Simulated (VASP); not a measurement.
CsSnBr3, 5 atoms in the cell. Symmetry: Pm-3m, No. 221, cubic system. Conventional cell: a = 5.907 Å, b = 5.907 Å, c = 5.907 Å, α = 90.00°, β = 90.00°, γ = 90.00°. Within 5.5 Å of Cs (site symmetry m-3m) lie 12 Br at 4.18 Å and 8 Sn at 5.12 Å. Sn (site symmetry m-3m) has 6 Br at 2.95 Å within 3.9 Å. Within 3.9 Å of Br (site symmetry 4/mmm) lie 2 Sn at 2.95 Å. 

```yaml
Program: VASP 6.6.1
Task: relaxation of cell and atoms
Functional: LDA
Potentials_or_basis: VASP PAW LDA potentials, release 64 (Cs_sv, Sn_d, Br)
Cutoff: 500 eV
k_mesh: 4 × 4 × 4
Occupations: fermi-dirac, width 0.02 eV
Spin: no spin polarisation
Dipole_correction: no
Further_INCAR_settings: ALGO = Normal; EDIFF = 1e-07; IBRION = 2; EDIFFG = -0.005; NSW = 80; ISIF = 3
```

Potentials or basis: VASP PAW LDA potentials, release 64 (Cs_sv, Sn_d, Br).

Command:

```console
$ cat potpaw_LDA.64/Cs_sv/POTCAR potpaw_LDA.64/Sn_d/POTCAR potpaw_LDA.64/Br/POTCAR > POTCAR
$ mpirun -np 1 vasp_std > vasp.out
```

Hardware: 1 thread of AMD EPYC 9R45 96-Core Processor (Zen 5) (shared host).

**Question.** Estimate the wall time of this run.

**Answer.** It took 86 s on 1 thread of AMD EPYC 9R45 96-Core Processor (Zen 5), with other jobs on the host, peak memory 0.26 GiB. Counts: scf iterations 37, k points 10, ion steps 4.
